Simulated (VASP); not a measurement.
# AlFe3H (Pm-3m) in VASP: single point with r2SCAN

Aim: the single point of AlFe3H with r2SCAN.

Program: VASP 6.6.1. These are calculated values, not measurements. Logs are shortened: lines on timing, memory, paths and dates and some standing lists are left out, and cuts for length are marked.

### 1 The cell of the first run

Symmetry: Pm-3m, No. 221, cubic system. The conventional cell has a = 3.700 Å, b = 3.700 Å, c = 3.700 Å, α = 90.00°, β = 90.00°, γ = 90.00°. Al (site symmetry m-3m) has 12 Fe at 2.62 Å and 8 H at 3.20 Å within 3.5 Å. Fe (site symmetry 4/mmm) has 2 H at 1.85 Å within 2.5 Å. Within 2.5 Å of H (site symmetry m-3m) lie 6 Fe at 1.85 Å.

### 2 Single point, r2SCAN, collinear spin, ferromagnetic start

The input, POSCAR:

```
AlFe3H
1.0
    3.6995540000      0.0000000000      0.0000000000
    0.0000000000      3.6995540000      0.0000000000
    0.0000000000      0.0000000000      3.6995540000
Al Fe H
1 3 1
Direct
    0.5000000000      0.5000000000      0.5000000000
    0.5000000000      0.0000000000      0.0000000000
    0.0000000000      0.0000000000      0.5000000000
    0.0000000000      0.5000000000      0.0000000000
    0.0000000000      0.0000000000      0.0000000000
```

The input, INCAR.step1:

```
PREC = Accurate
ENCUT = 660
ISMEAR = -1
SIGMA = 0.15
LREAL = False
LASPH = True
NELM = 200
ISPIN = 2
MAGMOM = 0 3.5 3.5 3.5 0
LMAXMIX = 4
NBANDS = 26
GGA = PE
ALGO = Normal
EDIFF = 1E-5
LWAVE = True
LCHARG = False
GGA_COMPAT = False
```

The input, INCAR.step2:

```
PREC = Accurate
ENCUT = 660
EDIFF = 1E-6
ISMEAR = -1
SIGMA = 0.15
LREAL = False
LASPH = True
NELM = 200
ALGO = Normal
ISIF = 2
LWAVE = False
LCHARG = False
ISPIN = 2
MAGMOM = 0 3.5 3.5 3.5 0
LORBIT = 11
LMAXMIX = 4
METAGGA = R2SCAN
LMIXTAU = True
NBANDS = 26
ISTART = 1
GGA_COMPAT = False
```

The input, KPOINTS:

```
regular mesh
0
Gamma
  6 6 6
```

Potentials or basis: VASP PAW PBE potentials, release 64 (Al, Fe, H).

Started as:

```sh
cat potpaw_PBE.64/Al/POTCAR potpaw_PBE.64/Fe/POTCAR potpaw_PBE.64/H/POTCAR > POTCAR
cp INCAR.step1 INCAR
mpirun -np 1 vasp_std > vasp.out
cp INCAR.step2 INCAR
mpirun -np 1 vasp_std > vasp.out
```

OUTCAR:

```text
PREC = Accurate
   ENCUT = 660
   EDIFF = 1E-6
   ISMEAR = -1
   LREAL = False
   LASPH = True
   NELM = 200
   ISIF = 2
   ISPIN = 2
   LORBIT = 11
   METAGGA = R2SCAN
   ISTART = 1

 ion  position               nearest neighbor table
   1  0.500  0.500  0.500-   2 2.62   3 2.62   4 2.62   2 2.62   4 2.62   2 2.62   3 2.62   2 2.62
                             3 2.62   4 2.62   4 2.62   3 2.62
   2  0.500  0.000  0.000-   5 1.85   5 1.85   4 2.62   1 2.62   1 2.62   3 2.62   1 2.62   4 2.62
                             1 2.62   3 2.62   4 2.62   3 2.62   3 2.62   4 2.62
   3  0.000  0.000  0.500-   5 1.85   5 1.85   4 2.62   1 2.62   2 2.62   4 2.62   2 2.62   1 2.62
                             4 2.62   4 2.62   1 2.62   2 2.62   2 2.62   1 2.62
   4  0.000  0.500  0.000-   5 1.85   5 1.85   3 2.62   1 2.62   1 2.62   3 2.62   2 2.62   3 2.62
                             2 2.62   3 2.62   1 2.62   2 2.62   1 2.62   2 2.62
   5  0.000  0.000  0.000-   2 1.85   3 1.85   4 1.85   3 1.85   4 1.85   2 1.85

  LATTYP: Found a simple cubic cell.
 ALAT       =     3.6995540000

  Lattice vectors:

 A1 = (   3.6995540000,   0.0000000000,   0.0000000000)
 A2 = (   0.0000000000,   3.6995540000,   0.0000000000)
 A3 = (   0.0000000000,   0.0000000000,   3.6995540000)

Analysis of symmetry for initial positions (statically):
=====================================================================
 Subroutine PRICEL returns:
 Original cell was already a primitive cell.

 Routine SETGRP: Setting up the symmetry group for a
 simple cubic supercell.

 Subroutine GETGRP returns: Found 48 space group operations
 (whereof 48 operations were pure point group operations)
 out of a pool of 48 trial point group operations.

The static configuration has the point symmetry O_h .

Analysis of symmetry for dynamics (positions and initial velocities):
=====================================================================
 Subroutine PRICEL returns:
 Original cell was already a primitive cell.

 Routine SETGRP: Setting up the symmetry group for a
 simple cubic supercell.

 Subroutine GETGRP returns: Found 48 space group operations
 (whereof 48 operations were pure point group operations)
 out of a pool of 48 trial point group operations.

The dynamic configuration has the point symmetry O_h .

Analysis of structural, dynamic, and magnetic symmetry:
=====================================================================
 Subroutine PRICEL returns:
 Original cell was already a primitive cell.

 Routine SETGRP: Setting up the symmetry group for a
 simple cubic supercell.

 Subroutine GETGRP returns: Found 48 space group operations
 (whereof 48 operations were pure point group operations)
 out of a pool of 48 trial point group operations.

The overall configuration has the point symmetry O_h .

 Subroutine INISYM returns: Found 48 space group operations
 (whereof 48 operations are pure point group operations),
 and found     1 'primitive' translations

----------------------------------------------------------------------------------------

                                     Primitive cell

  volume of cell :      50.6347

  direct lattice vectors                    reciprocal lattice vectors
     3.699554000  0.000000000  0.000000000     0.270302853  0.000000000  0.000000000
     0.000000000  3.699554000  0.000000000     0.000000000  0.270302853  0.000000000
     0.000000000  0.000000000  3.699554000     0.000000000  0.000000000  0.270302853

  length of vectors
     3.699554000  3.699554000  3.699554000     0.270302853  0.270302853  0.270302853

  position of ions in fractional coordinates (direct lattice)
     0.500000000  0.500000000  0.500000000
     0.500000000  0.000000000  0.000000000
     0.000000000  0.000000000  0.500000000
     0.000000000  0.500000000  0.000000000
     0.000000000  0.000000000  0.000000000

  ion indices of the primitive-cell ions
   primitive index   ion index
                 1           1
                 2           2
                 3           3
                 4           4
                 5           5

----------------------------------------------------------------------------------------

[... 28 lines left out ...]
  0.333333  0.000000  0.000000      6.000000
  0.500000  0.000000  0.000000      3.000000
  0.166667  0.166667  0.000000     12.000000
  0.333333  0.166667  0.000000     24.000000
[... 12 lines left out ...]
  0.500000  0.500000  0.333333      6.000000
  0.500000  0.500000  0.500000      1.000000
   k-points           NKPTS =     20   k-points in BZ     NKDIM =     20   number of bands    NBANDS=     26
   number of dos      NEDOS =    301   number of ions     NIONS =      5
   total plane-waves  NPLWV =  32768
   dimension x,y,z NGX =    32 NGY =   32 NGZ =   32
   dimension x,y,z NGXF=    64 NGYF=   64 NGZF=   64
   ions per type =               1   3   1
   NGX,Y,Z   is equivalent  to a cutoff of  14.38, 14.38, 14.38 a.u.
   NGXF,Y,Z  is equivalent  to a cutoff of  28.76, 28.76, 28.76 a.u.
 SYSTEM =  unknown system
   PREC   = accura    normal or accurate (medium, high low for compatibility)
   ISTART =      1    job   : 0-new  1-cont  2-samecut
   ICHARG =      0    charge: 1-file 2-atom 10-const
   ISPIN  =      2    spin polarized calculation?
   LNONCOLLINEAR =      F non collinear calculations
   LSORBIT =      F    spin-orbit coupling
   LASPH  =      T    aspherical Exc in radial PAW
   ENCUT  =  660.0 eV  48.51 Ry    6.96 a.u.   7.75  7.75  7.75*2*pi/ulx,y,z
   NELM   =    200;   NELMIN=  2; NELMDL=  0     # of ELM steps
   EDIFF  = 0.1E-05   stopping-criterion for ELM
   LREAL  =      F    real-space projection
   EDIFFG = 0.1E-04   stopping-criterion for IOM
   NSW    =      0    number of steps for IOM
   IBRION =     -1    ionic relax: 0-MD 1-quasi-New 2-CG
   NFREE  =      0    steps in history (QN), initial steepest desc. (CG)
   ISIF   =      2    stress and relaxation
   ISYM   =      2    0-nonsym 1-usesym 2-fastsym
   POTIM  = 0.5000    time-step for ionic-motion
   TEBEG  =    0.0;   TEEND  =   0.0 temperature during run
   PSTRESS=    0.0 pullay stress
   NELECT =      28.0000    total number of electrons
   NUPDOWN=      -1.0000    fix difference up-down
   EMIN   =  10.00;   EMAX   =-10.00  energy-range for DOS
   EFERMI =   0.00;   METHOD = LEGACY
   ISMEAR =    -1;   SIGMA  =   0.15  broadening in eV -4-tet -1-fermi 0-gaus
   EFERMI_NEDOS =   21; number of points for ismear=-14 and -15
   IALGO  =     38    algorithm
   IMIX   =      4    mixing-type and parameters
     AMIX     =   0.40;   BMIX     =  1.00
     AMIX_MAG =   1.60;   BMIX_MAG =  1.00
  volume/ion in A,a.u.               =      10.13        68.34
  Fermi-wavevector in a.u.,A,eV,Ry     =   1.343728  2.539278 24.566758  1.805606
  Thomas-Fermi vector in A             =   2.471779
   LORBIT       =     11    0 simple, 1 ext, 2 COOP (PROOUT), +10 PAW based schemes
   METAGGA = R2SCAN    functional components
   LHFCALC =     F    Hartree Fock is set to
   AEXX    =    0.0000 exact exchange contribution
   IVDW    =     0    specifies the selected vdW correction
   LEPSILON=     F    determine dielectric tensor
   LRPA    =     F    only Hartree local field effects (RPA)
 spin polarized calculation
  energy-cutoff  :      660.00
  volume of cell :       50.63
 maximum number of plane-waves:      1980
 NGX is ok and might be reduce to    32
   NGX = 15   NGY = 15   NGZ = 15

 number of electron      27.9999999 magnetization       7.2033026

 Free energy of the ion-electron system (eV)
  ---------------------------------------------------
  ext. energy  EPLUGINS =         0.00000000
  ---------------------------------------------------
  free energy    TOTEN  =       -54.01468096 eV

  energy without entropy =      -53.84879283  energy(sigma->0) =      -53.93173690

 E-fermi :   7.2620     XC(G=0): -13.3692

 val. band max:        7.2358760238   @ k =   0.5000   0.1667   0.0000
 cond. band min:       7.3292946646   @ k =   0.5000   0.0000   0.0000
 fundamental gap:      0.0934186408
 Fermi energy:         7.2620129845

 spin component 1

 k-point     1 :       0.0000    0.0000    0.0000
  band No.  band energies     occupation
      1      -4.5204      1.00000
      2      -1.2116      1.00000
      3       2.2445      1.00000
      4       2.2445      1.00000
      5       2.4607      1.00000
      6       2.4607      1.00000
[... 569 lines left out ...]
     25      24.4687      0.00000
     26      24.4687      0.00000
 Fermi energy:         7.2620129845

 spin component 2

 k-point     1 :       0.0000    0.0000    0.0000
  band No.  band energies     occupation
      1      -4.7009      1.00000
      2      -0.0873      1.00000
      3       4.2619      1.00000
      4       4.2621      1.00000
      5       4.6211      1.00000
      6       4.6211      1.00000
[... 569 lines left out ...]
     25      24.6011      0.00000
     26      24.6012      0.00000

------------------------ aborting loop because EDIFF is reached ----------------------------------------

  FORCE on cell =-STRESS in cart. coord.  units (eV):
  Direction    XX          YY          ZZ          XY          YZ          ZX
  --------------------------------------------------------------------------------------
  -------------------------------------------------------------------------------------
  Total       -0.0640173     -0.0640173     -0.0640173      0.0000000      0.0000000      0.0000000
  in kB       -2.0256276     -2.0256276     -2.0256276      0.0000000      0.0000000      0.0000000
  external PRESSURE =      -2.0256276 kB  Pullay stress =       0.0000000 kB

 VOLUME and BASIS-vectors are now :
 -----------------------------------------------------------------------------
  energy-cutoff  :      660.00
  volume of cell :       50.63
      direct lattice vectors                 reciprocal lattice vectors
     3.699554000  0.000000000  0.000000000     0.270302853  0.000000000  0.000000000
     0.000000000  3.699554000  0.000000000     0.000000000  0.270302853  0.000000000
     0.000000000  0.000000000  3.699554000     0.000000000  0.000000000  0.270302853

 POSITION                                       TOTAL-FORCE (eV/Angst)
 -----------------------------------------------------------------------------------
      1.84978      1.84978      1.84978         0.000000      0.000000      0.000000
      1.84978      0.00000      0.00000         0.000000      0.000000      0.000000
      0.00000      0.00000      1.84978         0.000000      0.000000      0.000000
      0.00000      1.84978      0.00000         0.000000      0.000000      0.000000
      0.00000      0.00000      0.00000         0.000000      0.000000      0.000000
 -----------------------------------------------------------------------------------
    total drift:                                0.000000      0.000000     -0.000000

  FREE ENERGIE OF THE ION-ELECTRON SYSTEM (eV)
  ---------------------------------------------------
  free  energy   TOTEN  =       -54.0146809646 eV

  energy  without entropy=      -53.8487928272  energy(sigma->0) =      -53.93173690

 total charge

# of ion       s       p       d       tot
------------------------------------------
    1        0.405   0.441   0.000   0.846
    2        0.431   0.560   6.265   7.256
    3        0.431   0.560   6.265   7.256
    4        0.431   0.560   6.265   7.256
    5        0.534   0.039   0.000   0.573
--------------------------------------------------
tot          2.231   2.159  18.796  23.186

 magnetization (x)

# of ion       s       p       d       tot
------------------------------------------
    1       -0.022  -0.082   0.000  -0.104
    2        0.006  -0.020   2.543   2.529
    3        0.006  -0.020   2.543   2.529
    4        0.006  -0.020   2.543   2.529
    5       -0.030   0.001   0.000  -0.029
--------------------------------------------------
tot         -0.033  -0.141   7.630   7.455
```

It took 2 min on 1 thread of Intel Xeon Platinum 8488C (Sapphire Rapids), shared host; peak memory 0.25 GiB.

Results:

```
Free energy                                           : -54.0147 eV
Pressure                                              : -0.2 GPa
Net moment                                            : 7.20 μB per cell
Site moments                                          : Al -0.10; Fe +2.53; H -0.03 μB
Valence electrons inside the program's atomic spheres : Al 0.85; Fe 7.26; H 0.57
```

Caveat: the PAW data sets were made with another functional, which shifts forces and pressure a little.
